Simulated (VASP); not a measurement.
# MgO (P-4m2) in VASP: further runs

MgO is run at these levels: LDA; tasks: single point.

Everything below comes from runs of VASP 6.6.1. Logs are shortened: lines on timing, memory, paths and dates and some standing lists are left out, and cuts for length are marked.

**1. The cell of the first run**

The structure is tetragonal, space group P-4m2 (No. 115). The conventional cell has a = 5.523 Å, b = 5.523 Å, c = 5.523 Å, α = 90.00°, β = 90.00°, γ = 90.00°. Within 2.5 Å of Mg (site symmetry m) lie 4 O at 1.89 to 2.02 Å. Mg (site symmetry -4m2) has 4 O at 2.02 Å within 2.7 Å. Mg (site symmetry -4m2) has 4 O at 1.89 Å within 2.5 Å. O (site symmetry m) has 4 Mg at 1.89 to 2.02 Å within 2.5 Å. Within 2.5 Å of O (site symmetry -4m2) lie 4 Mg at 1.89 Å. O (site symmetry -4m2) has 4 Mg at 2.02 Å within 2.7 Å.

**2. Single point, LDA (mode 14 frozen in at -0.029 Å and mode 24 at -0.115 Å (largest displacements))**

File INCAR:

```
SYSTEM = MgO
  PREC = Accurate
  ENCUT = 520
  EDIFF = 1E-7
  ISMEAR = 0
  SIGMA = 0.05
  LREAL = .False.
  LASPH = .True.
  NELM = 60
  ALGO = Normal
  ISIF = 2
  LWAVE = .False.
  LCHARG = .False.
  NBANDS = 36
```

File KPOINTS:

```
Automatic mesh
0
Gamma
  4 4 4
  0 0 0
```

File POSCAR:

```
MgO
1.0
    5.5230736673      0.0000000000      0.0000000000
    0.0000000000      5.5230736673      0.0000000000
    0.0000000000      0.0000000000      5.5230736673
Mg O
6 6
Direct
    0.2500000000     -0.0158969802      0.5000000000
    0.0000000000      0.5158969802      0.2500000000
    0.5000000000      0.7500000000      0.0000000000
    0.7500000000     -0.0158969802      0.5000000000
    0.0000000000      0.5158969802      0.7500000000
    0.5000000000      0.2500000000      0.0000000000
    0.2500000000      0.4831991460      0.0000000000
    0.5000000000      0.0168008540      0.2500000000
    0.0000000000      0.7500000000      0.5000000000
    0.7500000000      0.4831991460      0.0000000000
    0.5000000000      0.0168008540      0.7500000000
    0.0000000000      0.2500000000      0.5000000000
```

Potentials or basis: VASP PAW LDA potentials, release 64 (Mg, O).

On the command line:

```bash
cat potpaw_LDA.64/Mg/POTCAR potpaw_LDA.64/O/POTCAR > POTCAR
mpirun -np 1 vasp_std > vasp.out
```

OUTCAR:

```text
SYSTEM = MgO
   PREC = Accurate
   ENCUT = 520
   EDIFF = 1E-7
   ISMEAR = 0
   LREAL = .False.
   LASPH = .True.
   NELM = 60
   ISIF = 2

 ion  position               nearest neighbor table
   1  0.250  0.984  0.500-   9 1.89   8 1.96  11 1.96  12 2.02   4 2.76   4 2.76   5 3.24   2 3.24
                             3 3.35   3 3.35   6 3.42   6 3.42   2 3.53   5 3.53
   2  0.000  0.516  0.250-   9 1.89   7 1.96  10 1.96  12 2.02   5 2.76   5 2.76   1 3.24   4 3.24
                             3 3.35   3 3.35   6 3.42   6 3.42   1 3.53   4 3.53
   3  0.500  0.750  0.000-   7 2.02   8 2.02  10 2.02  11 2.02   6 2.76   6 2.76   4 3.35   5 3.35
                             1 3.35   1 3.35   4 3.35   2 3.35   2 3.35   5 3.35
   4  0.750  0.984  0.500-   9 1.89   8 1.96  11 1.96  12 2.02   1 2.76   1 2.76   5 3.24   2 3.24
                             3 3.35   3 3.35   6 3.42   6 3.42   2 3.53   5 3.53
   5  0.000  0.516  0.750-   9 1.89   7 1.96  10 1.96  12 2.02   2 2.76   2 2.76   4 3.24   1 3.24
                             3 3.35   3 3.35   6 3.42   6 3.42   1 3.53   4 3.53
   6  0.500  0.250  0.000-   7 1.89   8 1.89  10 1.89  11 1.89   3 2.76   3 2.76   1 3.42   4 3.42
                             5 3.42   1 3.42   4 3.42   2 3.42   2 3.42   5 3.42
   7  0.250  0.483  0.000-   6 1.89   5 1.96   2 1.96   3 2.02
   8  0.500  0.017  0.250-   6 1.89   4 1.96   1 1.96   3 2.02
   9  0.000  0.750  0.500-   1 1.89   2 1.89   4 1.89   5 1.89
  10  0.750  0.483  0.000-   6 1.89   5 1.96   2 1.96   3 2.02
  11  0.500  0.017  0.750-   6 1.89   4 1.96   1 1.96   3 2.02
  12  0.000  0.250  0.500-   1 2.02   2 2.02   4 2.02   5 2.02

  LATTYP: Found a simple cubic cell.
 ALAT       =     5.5230736673

  Lattice vectors:

 A1 = (   5.5230736673,   0.0000000000,   0.0000000000)
 A2 = (   0.0000000000,   5.5230736673,   0.0000000000)
 A3 = (   0.0000000000,   0.0000000000,   5.5230736673)

Analysis of symmetry for initial positions (statically):
=====================================================================
 Subroutine PRICEL returns:
 Original cell was already a primitive cell.

 Routine SETGRP: Setting up the symmetry group for a
 simple cubic supercell.

 Subroutine GETGRP returns: Found  8 space group operations
 (whereof  4 operations were pure point group operations)
 out of a pool of 48 trial point group operations.

The static configuration has the point symmetry C_2v.
 The point group associated with its full space group is D_2d.

Analysis of symmetry for dynamics (positions and initial velocities):
=====================================================================
 Subroutine PRICEL returns:
 Original cell was already a primitive cell.

 Routine SETGRP: Setting up the symmetry group for a
 simple cubic supercell.

 Subroutine GETGRP returns: Found  8 space group operations
 (whereof  4 operations were pure point group operations)
 out of a pool of 48 trial point group operations.

The dynamic configuration has the point symmetry C_2v.
 The point group associated with its full space group is D_2d.

 Subroutine INISYM returns: Found  8 space group operations
 (whereof  4 operations are pure point group operations),
 and found     1 'primitive' translations

----------------------------------------------------------------------------------------

                                     Primitive cell

  volume of cell :     168.4777

  direct lattice vectors                    reciprocal lattice vectors
     5.523073667  0.000000000  0.000000000     0.181058603  0.000000000  0.000000000
     0.000000000  5.523073667  0.000000000     0.000000000  0.181058603  0.000000000
     0.000000000  0.000000000  5.523073667     0.000000000  0.000000000  0.181058603

  length of vectors
     5.523073667  5.523073667  5.523073667     0.181058603  0.181058603  0.181058603

  position of ions in fractional coordinates (direct lattice)
     0.250000000  0.984103020  0.500000000
     0.000000000  0.515896980  0.250000000
     0.500000000  0.750000000  0.000000000
     0.750000000  0.984103020  0.500000000
     0.000000000  0.515896980  0.750000000
     0.500000000  0.250000000  0.000000000
     0.250000000  0.483199146  0.000000000
     0.500000000  0.016800854  0.250000000
     0.000000000  0.750000000  0.500000000
     0.750000000  0.483199146  0.000000000
     0.500000000  0.016800854  0.750000000
     0.000000000  0.250000000  0.500000000

  ion indices of the primitive-cell ions
   primitive index   ion index
                 1           1
                 2           2
                 3           3
                 4           4
                 5           5
                 6           6
                 7           7
                 8           8
                 9           9
                10          10
                11          11
                12          12

----------------------------------------------------------------------------------------

 KPOINTS: Automatic mesh

Automatic generation of k-mesh.
 Grid dimensions read from file:
 generate k-points for:    4    4    4

 Generating k-lattice:

  Cartesian coordinates                     Fractional coordinates (reciprocal lattice)
     0.045264651  0.000000000  0.000000000     0.250000000  0.000000000  0.000000000
     0.000000000  0.045264651  0.000000000     0.000000000  0.250000000  0.000000000
     0.000000000  0.000000000  0.045264651     0.000000000  0.000000000  0.250000000

  Length of vectors
     0.045264651  0.045264651  0.045264651

  Shift w.r.t. Gamma in fractional coordinates (k-lattice)
     0.000000000  0.000000000  0.000000000

 Subroutine IBZKPT returns following result:
 ===========================================

 Found     18 irreducible k-points:

 Following reciprocal coordinates:
            Coordinates               Weight
  0.000000  0.000000  0.000000      1.000000
  0.250000  0.000000  0.000000      4.000000
  0.000000  0.250000  0.000000      2.000000
  0.500000  0.000000  0.000000      2.000000
  0.000000  0.500000  0.000000      1.000000
  0.250000  0.250000  0.000000      8.000000
[... 10 lines left out ...]
  0.500000  0.250000  0.500000      2.000000
  0.500000  0.500000  0.500000      1.000000
   k-points           NKPTS =     18   k-points in BZ     NKDIM =     18   number of bands    NBANDS=     36
   number of dos      NEDOS =    301   number of ions     NIONS =     12
   total plane-waves  NPLWV =  74088
   dimension x,y,z NGX =    42 NGY =   42 NGZ =   42
   dimension x,y,z NGXF=    84 NGYF=   84 NGZF=   84
   ions per type =               6   6
   NGX,Y,Z   is equivalent  to a cutoff of  12.64, 12.64, 12.64 a.u.
   NGXF,Y,Z  is equivalent  to a cutoff of  25.28, 25.28, 25.28 a.u.
 SYSTEM =  MgO
   PREC   = accura    normal or accurate (medium, high low for compatibility)
   ISTART =      0    job   : 0-new  1-cont  2-samecut
   ICHARG =      2    charge: 1-file 2-atom 10-const
   ISPIN  =      1    spin polarized calculation?
   LNONCOLLINEAR =      F non collinear calculations
   LSORBIT =      F    spin-orbit coupling
   LASPH  =      T    aspherical Exc in radial PAW
   ENCUT  =  520.0 eV  38.22 Ry    6.18 a.u.  10.27 10.27 10.27*2*pi/ulx,y,z
   NELM   =     60;   NELMIN=  2; NELMDL= -5     # of ELM steps
   EDIFF  = 0.1E-06   stopping-criterion for ELM
   LREAL  =      F    real-space projection
   EDIFFG = 0.1E-05   stopping-criterion for IOM
   NSW    =      0    number of steps for IOM
   IBRION =     -1    ionic relax: 0-MD 1-quasi-New 2-CG
   NFREE  =      0    steps in history (QN), initial steepest desc. (CG)
   ISIF   =      2    stress and relaxation
   ISYM   =      2    0-nonsym 1-usesym 2-fastsym
   POTIM  = 0.5000    time-step for ionic-motion
   TEBEG  =    0.0;   TEEND  =   0.0 temperature during run
   PSTRESS=    0.0 pullay stress
   NELECT =      48.0000    total number of electrons
   NUPDOWN=      -1.0000    fix difference up-down
   EMIN   =  10.00;   EMAX   =-10.00  energy-range for DOS
   EFERMI =   0.00;   METHOD = LEGACY
   ISMEAR =     0;   SIGMA  =   0.05  broadening in eV -4-tet -1-fermi 0-gaus
   EFERMI_NEDOS =   21; number of points for ismear=-14 and -15
   IALGO  =     38    algorithm
   IMIX   =      4    mixing-type and parameters
     AMIX     =   0.40;   BMIX     =  1.00
     AMIX_MAG =   1.60;   BMIX_MAG =  1.00
  volume/ion in A,a.u.               =      14.04        94.75
  Fermi-wavevector in a.u.,A,eV,Ry     =   1.077228  2.035666 15.788483  1.160421
  Thomas-Fermi vector in A             =   2.213134
   LORBIT       =      0    0 simple, 1 ext, 2 COOP (PROOUT), +10 PAW based schemes
   GGA     = CA    functional components
   LHFCALC =     F    Hartree Fock is set to
   AEXX    =    0.0000 exact exchange contribution
   IVDW    =     0    specifies the selected vdW correction
   LEPSILON=     F    determine dielectric tensor
   LRPA    =     F    only Hartree local field effects (RPA)
 non-spin polarized calculation
 Gauss-broadening in eV      SIGMA  =   0.05
  energy-cutoff  :      520.00
  volume of cell :      168.48
 maximum number of plane-waves:      4632
 NGX is ok and might be reduce to    42
   NGX = 21   NGY = 21   NGZ = 21

 number of electron      47.9999992 magnetization

 Free energy of the ion-electron system (eV)
  ---------------------------------------------------
  ext. energy  EPLUGINS =         0.00000000
  ---------------------------------------------------
  free energy    TOTEN  =       -76.81133560 eV

  energy without entropy =      -76.81133560  energy(sigma->0) =      -76.81133560

 E-fermi :   0.1763     XC(G=0):  -9.1980

 val. band max:       -0.1075551950   @ k =   0.5000   0.0000   0.5000
 cond. band min:       2.5235795735   @ k =   0.0000   0.0000   0.0000
 fundamental gap:      2.6311347685
 Fermi energy:         0.1762654825

 k-point     1 :       0.0000    0.0000    0.0000
  band No.  band energies     occupation
      1     -16.4336      2.00000
      2     -15.9067      2.00000
      3     -15.6340      2.00000
      4     -15.1511      2.00000
      5     -15.1511      2.00000
      6     -14.6690      2.00000
[... 28 lines left out ...]
     35       9.8767      0.00000
     36      10.4131      0.00000

 k-point     2 :       0.2500    0.0000    0.0000
  band No.  band energies     occupation
      1     -16.4038      2.00000
      2     -15.8950      2.00000
      3     -15.5988      2.00000
      4     -15.2466      2.00000
      5     -15.1507      2.00000
      6     -14.6699      2.00000
[... 28 lines left out ...]
     35      10.1678      0.00000
     36      10.4801      0.00000

 k-point     3 :       0.0000    0.2500    0.0000
  band No.  band energies     occupation
      1     -16.3930      2.00000
      2     -15.8906      2.00000
      3     -15.6743      2.00000
      4     -15.1507      2.00000
      5     -15.1507      2.00000
      6     -14.7057      2.00000
[... 28 lines left out ...]
     35      10.4689      0.00000
     36      10.7258      0.00000
[... 508 lines left out ...]
 k-point    17 :       0.5000    0.2500    0.5000
  band No.  band energies     occupation
      1     -16.3230      2.00000
      2     -15.6294      2.00000
      3     -15.4989      2.00000
      4     -15.4989      2.00000
      5     -15.3657      2.00000
      6     -14.7284      2.00000
[... 28 lines left out ...]
     35      10.7914      0.00000
     36      10.7956      0.00000

 k-point    18 :       0.5000    0.5000    0.5000
  band No.  band energies     occupation
      1     -16.2963      2.00000
      2     -15.5403      2.00000
      3     -15.4984      2.00000
      4     -15.4984      2.00000
      5     -15.4581      2.00000
      6     -14.7742      2.00000
[... 28 lines left out ...]
     35      11.5624      0.00000
     36      11.8035      0.00000

------------------------ aborting loop because EDIFF is reached ----------------------------------------

  FORCE on cell =-STRESS in cart. coord.  units (eV):
  Direction    XX          YY          ZZ          XY          YZ          ZX
  --------------------------------------------------------------------------------------
  -------------------------------------------------------------------------------------
  Total       -0.0390664     -0.7851968     -0.0390664      0.0000000      0.0000000      0.0000000
  in kB       -0.3715111     -7.4670078     -0.3715111      0.0000000      0.0000000      0.0000000
  external PRESSURE =      -2.7366767 kB  Pullay stress =       0.0000000 kB

 VOLUME and BASIS-vectors are now :
 -----------------------------------------------------------------------------
  energy-cutoff  :      520.00
  volume of cell :      168.48
      direct lattice vectors                 reciprocal lattice vectors
     5.523073667  0.000000000  0.000000000     0.181058603  0.000000000  0.000000000
     0.000000000  5.523073667  0.000000000     0.000000000  0.181058603  0.000000000
     0.000000000  0.000000000  5.523073667     0.000000000  0.000000000  0.181058603

 POSITION                                       TOTAL-FORCE (eV/Angst)
 -----------------------------------------------------------------------------------
      1.38077      5.43527      2.76154         0.206350      1.778176     -0.000000
      0.00000      2.84934      1.38077        -0.000000     -1.778176     -0.206350
      2.76154      4.14231      0.00000        -0.000000     -0.000000     -0.000000
      4.14231      5.43527      2.76154        -0.206350      1.778176     -0.000000
      0.00000      2.84934      4.14231        -0.000000     -1.778176      0.206350
      2.76154      1.38077      0.00000        -0.000000      0.000000     -0.000000
      1.38077      2.66874      0.00000        -0.238470      1.634605     -0.000000
      2.76154      0.09279      1.38077         0.000000     -1.634605      0.238470
      0.00000      4.14231      2.76154        -0.000000      0.000000     -0.000000
      4.14231      2.66874      0.00000         0.238470      1.634605     -0.000000
      2.76154      0.09279      4.14231         0.000000     -1.634605     -0.238470
      0.00000      1.38077      2.76154        -0.000000     -0.000000     -0.000000
 -----------------------------------------------------------------------------------
    total drift:                                0.000000      0.000000      0.000000

  FREE ENERGIE OF THE ION-ELECTRON SYSTEM (eV)
  ---------------------------------------------------
  free  energy   TOTEN  =       -76.8113355981 eV

  energy  without entropy=      -76.8113355981  energy(sigma->0) =      -76.81133560
```

It took 78 s on 1 thread of Intel Xeon Platinum 8559C (Emerald Rapids), shared host; peak memory 0.25 GiB.

What came out:

| Item | Value |
| --- | --- |
| Free energy | -76.8113 eV |
| Pressure | -0.3 GPa |
| Largest force | 1.790 eV/Å |
| Band gap on the k mesh | 2.63 eV, indirect (least direct gap 2.65 eV) |

Forces on the atoms (eV/Å):
```
Mg   0.206  1.778  0.000
Mg   0.000 -1.778 -0.206
Mg   0.000  0.000  0.000
Mg  -0.206  1.778  0.000
Mg   0.000 -1.778  0.206
Mg   0.000  0.000  0.000
O   -0.238  1.635  0.000
O    0.000 -1.635  0.238
O    0.000  0.000  0.000
O    0.238  1.635  0.000
O    0.000 -1.635 -0.238
O    0.000  0.000  0.000
```

Caveat: the cell differs from its parent crystal (mode 14 frozen in at -0.029 Å and mode 24 at -0.115 Å (largest displacements)); forces of over 1 eV/Å act on the atoms, so gaps and moduli don't describe the material at rest. A k mesh can miss the band edges.

[end of part 1 of 2]
